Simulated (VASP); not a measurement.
PbO:

```
Pb O
1.0
     3.83626    0.00000    0.00000
     0.00000    4.28609    0.00000
     0.00000    0.00000    5.86863
Pb O
2 2
Direct
  0.00000 0.00000 0.29867
  0.50000 0.50000 0.70133
  0.00000 0.50000 0.47922
  0.50000 0.00000 0.52078
```

This cell differs from its parent crystal: atoms taken out.

```yaml
Program: VASP 6.6.1
Task: relaxation of cell and atoms
Functional: PBE
Potentials_or_basis: VASP PAW PBE potentials, release 64 (Pb_d, O)
Cutoff: 600 eV
k_mesh: 8 × 6 × 6
Occupations: gaussian, width 0.02 eV
Spin: no spin polarisation
```

At the start: pressure -0.0 GPa; volume 24.12 Å³/atom.

Where does the relaxation end?

Over 18 steps the energy falls by 3.1 meV/atom and the volume is 22.58 Å³/atom (-6.4 %); space group Pmmn (No. 59, to 0.1 Å) before and after.

The path:
```
step  energy change (eV)  largest force (eV/Å)  pressure (GPa)  volume (Å³)
   1              0.0000                0.0753           -0.02        96.50
   2             -0.0007                0.0283           -0.16        96.45
   3             -0.0010                0.0507           -0.29        96.40
   4             -0.0014                0.0555           -0.24        96.19
   5             -0.0022                0.0703            0.00        95.57
   6             -0.0016                0.1031            0.46        94.34
   7             -0.0023                0.0799            0.12        95.20
   8             -0.0029                0.0748            0.12        95.03
   9             -0.0045                0.0597            0.13        94.51
  10             -0.0070                0.0299            0.12        93.48
  11             -0.0091                0.0586            0.12        91.41
  12             -0.0110                0.0506            0.02        91.03
  13             -0.0121                0.0421           -0.08        90.60
  14             -0.0122                0.0407           -0.13        90.50
  15             -0.0122                0.0394           -0.14        90.42
  16             -0.0122                0.0389           -0.12        90.46
  17             -0.0120                0.0549            0.25        90.05
  18             -0.0123                0.0060            0.02        90.30
```

Final structure:
```
CELL_PARAMETERS angstrom
3.96730 0.00000 0.00000
0.00000 4.14820 0.00000
0.00000 0.00000 5.48703
ATOMIC_POSITIONS crystal
Pb 0.00000 0.00000 0.28317
Pb 0.50000 0.50000 0.71683
O 0.00000 0.50000 0.49085
O 0.50000 0.00000 0.50915
```

Caveat: the cell differs from its parent crystal (atoms taken out).
